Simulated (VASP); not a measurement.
Input of a VASP 6.6.1 run:

INCAR

```
ALGO = Normal
EDIFF = 1E-6
ENCUT = 500
GGA = PE
GGA_COMPAT = False
ISIF = 2
ISMEAR = 0
LASPH = True
LCHARG = True
LELF = True
LREAL = False
LVHAR = True
LWAVE = False
NBANDS = 26
NELM = 120
PREC = Accurate
SIGMA = 0.02
```

File KPOINTS:

```
k-points
0
Gamma
  8 6 8
```

Contents of POSCAR:

```
GaP
1.0
    3.8937583000      0.0000000000      0.0000000000
    0.0000000000      5.5066058200      0.0000000000
    0.0000000000      0.0000000000      3.8937583271
Ga P
2 2
Direct
    0.0000000000      0.0000000000      0.0000000000
    0.5000000000      0.5000000000      0.4999921000
    0.5000000000      0.2500000000      0.0000000000
    0.0000000000      0.7500000000      0.4999921000
```

Potentials or basis: VASP PAW PBE potentials, release 64 (Ga_d, P).

Command:

```sh
$ cat potpaw_PBE.64/Ga_d/POTCAR potpaw_PBE.64/P/POTCAR > POTCAR
$ mpirun -np 1 vasp_std > vasp.out
```

What does it give for the band gap on the k mesh?

1.57 eV.

What does it give for the pressure?

-0.1 GPa.

A k mesh can miss the band edges.
